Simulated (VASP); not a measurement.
Te: relaxation of cell and atoms with PBEsol

Crystal: Te.

```xyz
3
Lattice="3.8203 -2.1482 0.0000 3.8203 2.1482 0.0000 -0.0943 0.0000 5.9761" Properties=species:S:1:pos:R:3 pbc="T T T"
Te    0.0000    0.0000    0.0000
Te    2.3324    0.0000    2.0248
Te    5.2139    0.0000    3.9513
```

```
Program                : VASP 6.6.1
Task                   : relaxation of cell and atoms
Functional             : PBEsol
Potentials or basis    : VASP PAW PBE potentials, release 64 (Te)
Cutoff                 : 600 eV
k mesh                 : 7 × 7 × 5
Occupations            : fermi-dirac, width 0.05 eV
Spin                   : no spin polarisation
Target pressure        : 30 GPa
Dipole correction      : no
Further INCAR settings : ALGO = Normal; EDIFF = 1e-06; IBRION = 2; EDIFFG = -0.01; NSW = 80; ISIF = 3
```

The relaxed volume is 20.81 Å³/atom, the relaxed cell is a = 3.130 Å, b = 3.130 Å, c = 7.303 Å, α = 86.81°, β = 86.81°, γ = 60.99° and the space group after relaxing (to 0.1 Å) is C2/m (No. 12). The energy change on relaxing (the run minimises the enthalpy) is +714.4 meV/atom. The ionic steps are 50, the pressure after relaxing is 30.0 GPa and the largest force after relaxing is 0.007 eV/Å. The band gap on the k mesh is zero (bands 9 and 10 overlap by 5.91 eV).

Forces in eV/Å, atoms in the order of the input:
```
Te   0.000  0.000  0.000
Te  -0.006  0.000 -0.003
Te   0.006  0.000  0.003
```

Step by step:
```csv
step,energy change (eV),largest force (eV/Å),pressure (GPa),volume (Å³)
1,0.0000,0.0971,-1.85,98.09
3,0.8262,0.9901,18.60,77.05
5,1.6878,1.3422,30.27,71.32
7,1.5511,0.7307,29.37,70.56
9,5.4686,3.4828,76.27,53.72
11,2.0780,1.2722,32.26,64.32
13,1.8780,1.0076,28.00,65.25
15,1.9439,0.9246,29.16,64.75
17,2.6096,0.4999,38.70,61.12
19,2.1062,0.3102,31.24,63.41
21,1.9694,0.2455,28.84,64.08
23,2.0712,0.4053,29.55,63.35
25,2.3552,0.9059,33.11,61.63
27,2.2739,0.7999,32.02,62.00
29,2.2423,0.7347,31.40,62.12
31,1.9998,0.3695,27.66,63.31
33,2.1456,0.0625,30.09,62.44
35,2.1399,0.0609,29.98,62.47
37,2.1313,0.0559,29.78,62.51
39,2.1650,0.0499,30.30,62.33
41,2.1555,0.0372,30.17,62.38
43,2.1483,0.0272,30.05,62.42
45,2.1206,0.0147,29.66,62.56
47,2.1428,0.0121,30.02,62.44
49,2.1425,0.0106,30.02,62.44
50,2.1431,0.0069,30.03,62.44
```

Final structure:
```
Te
1.0
     2.69461   -1.58840    0.11095
     2.69461    1.58840    0.11095
     0.17132    0.00000    7.30136
Te
3
Direct
  0.00000 0.00000 0.00000
  0.33413 0.33413 0.33341
  0.66587 0.66587 0.66659
```

Levels at points of the mesh, in eV from the Fermi level:
```tsv
k point	band 6	band 7	band 8	band 9	band 10	band 11	band 12	band 13
(0.00, 0.00, 0.00)	2.13	2.14	2.81	2.83	4.19	4.76	5.64	7.30
```

Wall time 29 min on 1 thread of Intel Xeon 8259CL, with other jobs on the host, peak memory 0.32 GiB.

Caveat: the cell is relaxed towards a set pressure, so the run minimises the enthalpy, not the energy; the volume moved by over 15 % at a fixed basis, so the end points are rough; the PAW data sets were made with another functional, which shifts forces and pressure a little; spin-orbit coupling is left out, which moves the levels of the heavy elements.
